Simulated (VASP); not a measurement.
# Ta3TiN4 in VASP: a series of runs

Runs on Ta3TiN4. Level: PBE. Tasks: single point, relaxation of shape and atoms at fixed volume.

All numbers are computed with VASP 6.6.1; they aren't measurements. Logs are shortened: lines on timing, memory, paths and dates and some standing lists are left out, and cuts for length are marked.

### 1 The cell of the first run

The typed cell holds 8 atoms: a = 2.943 Å, b = 2.943 Å, c = 11.382 Å, α = 90.00°, β = 89.99°, γ = 120.00°.

### 2 Single point, PBE

Input file INCAR:

```
SYSTEM = Ta3TiN4
PREC = Accurate
ENCUT = 520
EDIFF = 1E-6
ISMEAR = 0
SIGMA = 0.2
LREAL = .False.
LASPH = .True.
NELM = 80
ALGO = Normal
ISIF = 2
LWAVE = .False.
LCHARG = .True.
GGA = PE
LELF = .True.
LVHAR = .True.
NBANDS = 42
```

Input file KPOINTS:

```
Automatic mesh
0
Gamma
  12 12 2
  0 0 0
```

Input file POSCAR:

```
Ta3TiN4
1.0
    2.9425990754     -0.0002203932      0.0001320799
   -1.4714918058      2.5486498386      0.0001163849
    0.0005140699      0.0008086905     11.3823376336
Ti Ta N
1 3 4
Direct
   -0.0002540590     -0.0002420729      0.5000160003
   -0.0001540704      0.0001105576     -0.0000007803
    0.0003141768      0.0000941923      0.2548203575
   -0.0001686006      0.0000650085      0.7451746225
    0.6667208924      0.3334519567      0.8734113029
    0.6669493680      0.3333895652      0.1265936752
    0.6667201867      0.3332347016      0.3776813081
    0.6665387729      0.3332294246      0.6223035140
```

Potentials or basis: VASP PAW PBE potentials, release 64 (Ti_sv, Ta_pv, N).

The run is started by

```sh
cat potpaw_PBE.64/Ti_sv/POTCAR potpaw_PBE.64/Ta_pv/POTCAR potpaw_PBE.64/N/POTCAR > POTCAR
mpirun -np 1 vasp_std > vasp.out
```

OUTCAR:

```text
SYSTEM = Ta3TiN4
   PREC = Accurate
   ENCUT = 520
   EDIFF = 1E-6
   ISMEAR = 0
   LREAL = .False.
   LASPH = .True.
   NELM = 80
   ISIF = 2
   GGA = PE

 ion  position               nearest neighbor table
   1  1.000  1.000  0.500-   8 2.20   8 2.20   7 2.20   7 2.20   8 2.20   7 2.20   4 2.79   3 2.79

   2  1.000  0.000  1.000-   6 2.23   5 2.23   6 2.23   5 2.23   5 2.23   6 2.23   3 2.90   4 2.90

   3  0.000  0.000  0.255-   7 2.20   7 2.20   7 2.20   6 2.24   6 2.24   6 2.24   1 2.79   2 2.90

   4  1.000  0.000  0.745-   8 2.20   8 2.20   8 2.20   5 2.24   5 2.24   5 2.24   1 2.79   2 2.90

   5  0.667  0.333  0.873-   2 2.23   2 2.23   2 2.23   4 2.24   4 2.24   4 2.24
   6  0.667  0.333  0.127-   2 2.23   2 2.23   2 2.23   3 2.24   3 2.24   3 2.24
   7  0.667  0.333  0.378-   1 2.20   1 2.20   1 2.20   3 2.20   3 2.20   3 2.20
   8  0.667  0.333  0.622-   1 2.20   1 2.20   1 2.20   4 2.20   4 2.20   4 2.20

  LATTYP: Found a base centered monoclinic cell.
 ALAT       =    45.6248351898
 B/A-ratio  =     0.1117187590
 C/A-ratio  =     0.2494767954
 COS(beta)  =    -0.9979180521

  Lattice vectors:

 A1 = (  -2.9436272152,  -0.0013969878, -22.7648073471)
 A2 = (   1.4704636660,  -2.5502672196, -22.7647916521)
 A3 = (   0.0005140699,   0.0008086905,  11.3823376336)

Analysis of symmetry for initial positions (statically):
=====================================================================
 Subroutine PRICEL returns:
 Original cell was already a primitive cell.

 Routine SETGRP: Setting up the symmetry group for a
 base centered monoclinic supercell.

 Subroutine GETGRP returns: Found  1 space group operations
 (whereof  1 operations were pure point group operations)
 out of a pool of  4 trial point group operations.

The static configuration has the point symmetry C_1 .

Analysis of symmetry for dynamics (positions and initial velocities):
=====================================================================
 Subroutine PRICEL returns:
 Original cell was already a primitive cell.

 Routine SETGRP: Setting up the symmetry group for a
 base centered monoclinic supercell.

 Subroutine GETGRP returns: Found  1 space group operations
 (whereof  1 operations were pure point group operations)
 out of a pool of  4 trial point group operations.

The dynamic configuration has the point symmetry C_1 .

 Subroutine INISYM returns: Found  1 space group operations
 (whereof  1 operations are pure point group operations),
 and found     1 'primitive' translations

----------------------------------------------------------------------------------------

                                     Primitive cell

  volume of cell :      85.3599

  direct lattice vectors                    reciprocal lattice vectors
     2.942599075 -0.000220393  0.000132080     0.339850324  0.196216429 -0.000029290
    -1.471491806  2.548649839  0.000116385     0.000029390  0.392381580 -0.000027879
     0.000514070  0.000808690 11.382337634    -0.000003944 -0.000006289  0.087855416

  length of vectors
     2.942599087  2.942941411 11.382337674     0.392427230  0.392381582  0.087855416

  position of ions in fractional coordinates (direct lattice)
     0.999745941  0.999757927  0.500016000
     0.999845930  0.000110558  0.999999220
     0.000314177  0.000094192  0.254820358
     0.999831399  0.000065009  0.745174623
     0.666720892  0.333451957  0.873411303
     0.666949368  0.333389565  0.126593675
     0.666720187  0.333234702  0.377681308
     0.666538773  0.333229425  0.622303514

  ion indices of the primitive-cell ions
   primitive index   ion index
                 1           1
                 2           2
                 3           3
                 4           4
                 5           5
                 6           6
                 7           7
                 8           8

[... 26 lines left out ...]
|           W WW W  AAAAAA  RRRRR   N  N N  II  N  N N  G  GGG   !            |
|           WW  WW  A    A  R   R   N   NN  II  N   NN  G    G                |
|           W    W  A    A  R    R  N    N  II  N    N   GGGG   !!!           |
|                                                                             |
|     Your reciprocal lattice and k-lattice belong to different lattice       |
|     classes:                                                                |
|                                                                             |
|        The reciprocal lattice is base-centered monoclinic,                  |
|        whereas your k-lattice is triclinic.                                 |
|                                                                             |
|     Results are often still useful ...                                      |
|                                                                             |
 -----------------------------------------------------------------------------

 Subroutine IBZKPT returns following result:
 ===========================================

 Found    148 irreducible k-points:

 Following reciprocal coordinates:
            Coordinates               Weight
  0.000000  0.000000  0.000000      1.000000
  0.083333 -0.000000 -0.000000      2.000000
  0.166667 -0.000000  0.000000      2.000000
  0.250000 -0.000000  0.000000      2.000000
  0.333333 -0.000000 -0.000000      2.000000
  0.416667 -0.000000 -0.000000      2.000000
[... 16 lines left out ...]
  0.250000 -0.166667 -0.000000      2.000000
  0.166667  0.166667  0.000000      2.000000
 [... further k-points ...]
   k-points           NKPTS =    148   k-points in BZ     NKDIM =    148   number of bands    NBANDS=     42
   number of dos      NEDOS =    301   number of ions     NIONS =      8
   total plane-waves  NPLWV =  51840
   dimension x,y,z NGX =    24 NGY =   24 NGZ =   90
   dimension x,y,z NGXF=    48 NGYF=   48 NGZF=  180
   ions per type =               1   3   4
   NGX,Y,Z   is equivalent  to a cutoff of  13.56, 13.56, 13.15 a.u.
   NGXF,Y,Z  is equivalent  to a cutoff of  27.12, 27.12, 26.29 a.u.
 SYSTEM =  Ta3TiN4
   PREC   = accura    normal or accurate (medium, high low for compatibility)
   ISTART =      0    job   : 0-new  1-cont  2-samecut
   ICHARG =      2    charge: 1-file 2-atom 10-const
   ISPIN  =      1    spin polarized calculation?
   LNONCOLLINEAR =      F non collinear calculations
   LSORBIT =      F    spin-orbit coupling
   LASPH  =      T    aspherical Exc in radial PAW
   ENCUT  =  520.0 eV  38.22 Ry    6.18 a.u.   5.47  5.47 21.16*2*pi/ulx,y,z
   NELM   =     80;   NELMIN=  2; NELMDL= -5     # of ELM steps
   EDIFF  = 0.1E-05   stopping-criterion for ELM
   LREAL  =      F    real-space projection
   EDIFFG = 0.1E-04   stopping-criterion for IOM
   NSW    =      0    number of steps for IOM
   IBRION =     -1    ionic relax: 0-MD 1-quasi-New 2-CG
   NFREE  =      0    steps in history (QN), initial steepest desc. (CG)
   ISIF   =      2    stress and relaxation
   ISYM   =      2    0-nonsym 1-usesym 2-fastsym
   POTIM  = 0.5000    time-step for ionic-motion
   TEBEG  =    0.0;   TEEND  =   0.0 temperature during run
   PSTRESS=    0.0 pullay stress
   NELECT =      65.0000    total number of electrons
   NUPDOWN=      -1.0000    fix difference up-down
   EMIN   =  10.00;   EMAX   =-10.00  energy-range for DOS
   EFERMI =   0.00;   METHOD = LEGACY
   ISMEAR =     0;   SIGMA  =   0.20  broadening in eV -4-tet -1-fermi 0-gaus
   EFERMI_NEDOS =   21; number of points for ismear=-14 and -15
   IALGO  =     38    algorithm
   IMIX   =      4    mixing-type and parameters
     AMIX     =   0.40;   BMIX     =  1.00
     AMIX_MAG =   1.60;   BMIX_MAG =  1.00
  volume/ion in A,a.u.               =      10.67        72.00
  Fermi-wavevector in a.u.,A,eV,Ry     =   1.494954  2.825054 30.407509  2.234889
  Thomas-Fermi vector in A             =   2.607161
   LORBIT       =      0    0 simple, 1 ext, 2 COOP (PROOUT), +10 PAW based schemes
   GGA     = PE    functional components
   LHFCALC =     F    Hartree Fock is set to
   AEXX    =    0.0000 exact exchange contribution
   IVDW    =     0    specifies the selected vdW correction
   LEPSILON=     F    determine dielectric tensor
   LRPA    =     F    only Hartree local field effects (RPA)
 non-spin polarized calculation
 Gauss-broadening in eV      SIGMA  =   0.20
  energy-cutoff  :      520.00
  volume of cell :       85.36
 maximum number of plane-waves:      2347
 NGX is ok and might be reduce to    24
   NGX = 11   NGY = 11   NGZ = 43

 number of electron      65.0000007 magnetization

 Free energy of the ion-electron system (eV)
  ---------------------------------------------------
  ext. energy  EPLUGINS =         0.00000000
  ---------------------------------------------------
  free energy    TOTEN  =       -86.39423574 eV

  energy without entropy =      -86.33300178  energy(sigma->0) =      -86.36361876

 E-fermi :   8.2265     XC(G=0): -13.1515

 val. band max:        8.2232268988   @ k =   0.0833  -0.0000  -0.0000
 cond. band min:       8.2337746850   @ k =   0.4167  -0.4167   0.5000
 fundamental gap:      0.0105477862
 Fermi energy:         8.2265021297

 k-point     1 :       0.0000    0.0000    0.0000
  band No.  band energies     occupation
      1     -48.7636      2.00000
      2     -26.9613      2.00000
      3     -26.5753      2.00000
      4     -26.3550      2.00000
      5     -25.9735      2.00000
      6     -25.9732      2.00000
[... 1069 lines left out ...]
     41      12.1247      0.00000
     42      12.4795      0.00000

 [... further k-points ...]

------------------------ aborting loop because EDIFF is reached ----------------------------------------

  FORCE on cell =-STRESS in cart. coord.  units (eV):
  Direction    XX          YY          ZZ          XY          YZ          ZX
  --------------------------------------------------------------------------------------
  -------------------------------------------------------------------------------------
  Total        0.3685842      0.3506755      0.5120326      0.0132109     -0.0154431     -0.0128075
  in kB        6.9182031      6.5820625      9.6106838      0.2479645     -0.2898613     -0.2403930
  external PRESSURE =       7.7036498 kB  Pullay stress =       0.0000000 kB

 VOLUME and BASIS-vectors are now :
 -----------------------------------------------------------------------------
  energy-cutoff  :      520.00
  volume of cell :       85.36
      direct lattice vectors                 reciprocal lattice vectors
     2.942599075 -0.000220393  0.000132080     0.339850324  0.196216429 -0.000029290
    -1.471491806  2.548649839  0.000116385     0.000029390  0.392381580 -0.000027879
     0.000514070  0.000808690 11.382337634    -0.000003944 -0.000006289  0.087855416

 POSITION                                       TOTAL-FORCE (eV/Angst)
 -----------------------------------------------------------------------------------
      1.47097      2.54822      5.69160         0.002905      0.002507     -0.005867
      2.94250      0.00087     11.38246         0.012934     -0.001080      0.000487
      0.00092      0.00045      2.90045        -0.005033     -0.004337      0.015285
      2.94239      0.00055      8.48196         0.005685     -0.002614     -0.011696
      1.47167      0.85041      9.94159        -0.006810     -0.000626     -0.007765
      1.47205      0.84965      1.44106        -0.008127      0.001491      0.005826
      1.47173      0.84946      4.29902         0.000718      0.001694      0.033129
      1.47133      0.84964      7.08340        -0.002272      0.002965     -0.029399
 -----------------------------------------------------------------------------------
    total drift:                               -0.000024     -0.000010      0.000063

  FREE ENERGIE OF THE ION-ELECTRON SYSTEM (eV)
  ---------------------------------------------------
  free  energy   TOTEN  =       -86.3942357439 eV

  energy  without entropy=      -86.3330017820  energy(sigma->0) =      -86.36361876
```

Run time: 15 min. Hardware: 1 thread of Intel Xeon 6975P-C, shared host; peak memory 0.56 GiB.

Results:

- Free energy: -86.3942 eV
- Pressure: 0.8 GPa
- Largest force: 0.033 eV/Å

Forces on the atoms (eV/Å):
```
Ti   0.003  0.003 -0.006
Ta   0.013 -0.001  0.000
Ta  -0.005 -0.004  0.015
Ta   0.006 -0.003 -0.012
N   -0.007 -0.001 -0.008
N   -0.008  0.001  0.006
N    0.001  0.002  0.033
N   -0.002  0.003 -0.029
```

Caveat: spin-orbit coupling is left out, which moves the levels of the heavy elements.

### 3 Relaxation of shape and atoms at fixed volume, PBE (volume scaled by 0.94)

Input file INCAR:

```
SYSTEM = Ta3TiN4
  PREC = Accurate
  ENCUT = 600
  EDIFF = 1E-7
  ISMEAR = 0
  SIGMA = 0.1
  LREAL = .FALSE.
  LASPH = .TRUE.
  NELM = 60
  ALGO = Normal
  ISIF = 4
  LWAVE = .FALSE.
  LCHARG = .FALSE.
  GGA = PE
  IBRION = 2
  NSW = 50
  EDIFFG = -0.01
```

Input file KPOINTS:

```
regular mesh
0
G
  12 12 4
  0 0 0
```

Input file POSCAR:

```
Ta3TiN4
1.0
    2.8806844661     -0.0000000282      0.0000000000
   -1.4403422086      2.4947459420      0.0000000000
    0.0000000000      0.0000000000     11.1652776819
Ti Ta N
1 3 4
Direct
    0.0000000000      0.0000000000      0.5000000000
    0.0000000000      0.0000000000      0.0000000000
    0.0000000000      0.0000000000      0.2551611806
    0.0000000000      0.0000000000      0.7448388194
    0.6666666667      0.3333333333      0.8730967750
    0.6666666667      0.3333333333      0.1269032250
    0.6666666667      0.3333333333      0.3786371350
    0.6666666667      0.3333333333      0.6213628650
```

Potentials or basis: VASP PAW PBE potentials, release 64 (Ti_sv, Ta_pv, N).

The run is started by

```sh
cat potpaw_PBE.64/Ti_sv/POTCAR potpaw_PBE.64/Ta_pv/POTCAR potpaw_PBE.64/N/POTCAR > POTCAR
mpirun -np 1 vasp_std > vasp.out
```

OUTCAR:

```text
SYSTEM = Ta3TiN4
   PREC = Accurate
   ENCUT = 600
   EDIFF = 1E-7
   ISMEAR = 0
   LREAL = .FALSE.
   LASPH = .TRUE.
   NELM = 60
   ISIF = 4
   GGA = PE
   IBRION = 2
   NSW = 50
   EDIFFG = -0.01

 ion  position               nearest neighbor table
   1  0.000  0.000  0.500-   7 2.15   8 2.15   7 2.15   8 2.15   7 2.15   8 2.15   3 2.73   4 2.73

   2  0.000  0.000  0.000-   5 2.18   6 2.18   5 2.18   6 2.18   5 2.18   6 2.18   3 2.85   4 2.85

   3  0.000  0.000  0.255-   7 2.16   7 2.16   7 2.16   6 2.19   6 2.19   6 2.19   1 2.73   2 2.85

   4  0.000  0.000  0.745-   8 2.16   8 2.16   8 2.16   5 2.19   5 2.19   5 2.19   1 2.73   2 2.85

   5  0.667  0.333  0.873-   2 2.18   2 2.18   2 2.18   4 2.19   4 2.19   4 2.19
   6  0.667  0.333  0.127-   2 2.18   2 2.18   2 2.18   3 2.19   3 2.19   3 2.19
   7  0.667  0.333  0.379-   1 2.15   1 2.15   1 2.15   3 2.16   3 2.16   3 2.16
   8  0.667  0.333  0.621-   1 2.15   1 2.15   1 2.15   4 2.16   4 2.16   4 2.16

  LATTYP: Found a hexagonal cell.
 ALAT       =     2.8806844661
 C/A-ratio  =     3.8759113722

  Lattice vectors:

 A1 = (   2.8806844661,  -0.0000000282,   0.0000000000)
[... 194 lines left out ...]

  FORCE on cell =-STRESS in cart. coord.  units (eV):
  Direction    XX          YY          ZZ          XY          YZ          ZX
  --------------------------------------------------------------------------------------
  -------------------------------------------------------------------------------------
  Total       11.1812485     11.1812485     11.9879869      0.0000000     -0.0000000      0.0000000
  in kB      223.2591885    223.2591885    239.3675643      0.0000000     -0.0000000      0.0000000
  external PRESSURE =     228.6286471 kB  Pullay stress =       0.0000000 kB
[... 239 lines left out ...]
--------------------------------------- Ionic step        7  -------------------------------------------

 number of electron      64.9999991 magnetization

 Free energy of the ion-electron system (eV)
  ---------------------------------------------------
  ext. energy  EPLUGINS =         0.00000000
  ---------------------------------------------------
  free energy    TOTEN  =       -86.02441662 eV

  energy without entropy =      -86.01312187  energy(sigma->0) =      -86.01876925

 E-fermi :   8.8901     XC(G=0): -13.4942

 val. band max:        8.8872579237   @ k =   0.0833   0.0000   0.5000
 cond. band min:       8.9575328311   @ k =   0.4167  -0.0000   0.5000
 fundamental gap:      0.0702749074
 Fermi energy:         8.8901361826

 k-point     1 :       0.0000    0.0000    0.0000
  band No.  band energies     occupation
      1     -47.9464      2.00000
      2     -26.2723      2.00000
      3     -25.8221      2.00000
      4     -25.5569      2.00000
      5     -25.0588      2.00000
      6     -25.0588      2.00000
[... 997 lines left out ...]
     38      12.3177      0.00000
     39      12.6000      0.00000

 [... further k-points ...]

------------------------ aborting loop because EDIFF is reached ----------------------------------------

  FORCE on cell =-STRESS in cart. coord.  units (eV):
  Direction    XX          YY          ZZ          XY          YZ          ZX
  --------------------------------------------------------------------------------------
  -------------------------------------------------------------------------------------
  Total       11.3124327     11.3124327     11.3492808      0.0000000     -0.0000000      0.0000000
  in kB      225.8785808    225.8785807    226.6143362      0.0000000     -0.0000000      0.0000000
  external PRESSURE =     226.1238326 kB  Pullay stress =       0.0000000 kB
[... 23 lines left out ...]
  FREE ENERGIE OF THE ION-ELECTRON SYSTEM (eV)
  ---------------------------------------------------
  free  energy   TOTEN  =       -86.0244166200 eV

  energy  without entropy=      -86.0131218741  energy(sigma->0) =      -86.01876925

 reached required accuracy - stopping structural energy minimisation
```

It took 16 min on 1 thread of Intel Xeon 6975P-C, shared host; peak memory 0.36 GiB.

What came out:

```
Free energy                  : -86.0244 eV
Energy gained by relaxing    : 0.3 meV/atom
Ionic steps                  : 7
Pressure after relaxing      : 22.6 GPa
Largest force after relaxing : 0.010 eV/Å
```

Forces on the atoms (eV/Å):
```
Ti   0.000  0.000  0.000
Ta   0.000  0.000  0.000
Ta   0.000  0.000  0.010
Ta   0.000  0.000 -0.010
N    0.000  0.000 -0.001
N    0.000  0.000  0.001
N    0.000  0.000 -0.006
N    0.000  0.000  0.006
```

Step by step:
```tsv
step	energy change (eV)	largest force (eV/Å)	pressure (GPa)	volume (Å³)
1	0.0000	0.1731	22.86	80.24
2	-0.0012	0.1040	22.55	80.24
3	-0.0018	0.0615	22.66	80.24
4	-0.0022	0.0290	22.62	80.24
5	-0.0022	0.0302	22.61	80.24
6	-0.0022	0.0103	22.61	80.24
7	-0.0022	0.0098	22.61	80.24
```

Final structure:
```yaml
crystal:
  lattice:
    - [2.87845, 0.00000, 0.00000]
    - [-1.43923, 2.49281, 0.00000]
    - [0.00000, 0.00000, 11.18259]
  atoms:
    - { symbol: Ti, position: [0.00000, 0.00000, 0.50000] }
    - { symbol: Ta, position: [0.00000, 0.00000, 0.00000] }
    - { symbol: Ta, position: [0.00000, 0.00000, 0.25537] }
    - { symbol: Ta, position: [0.00000, 0.00000, 0.74463] }
    - { symbol: N, position: [0.66667, 0.33333, 0.87291] }
    - { symbol: N, position: [0.66667, 0.33333, 0.12709] }
    - { symbol: N, position: [0.66667, 0.33333, 0.37949] }
    - { symbol: N, position: [0.66667, 0.33333, 0.62051] }
```

Caveat: the cell differs from its parent crystal (volume scaled by 0.94); spin-orbit coupling is left out, which moves the levels of the heavy elements.

(Part 1 of 2 ends here.)
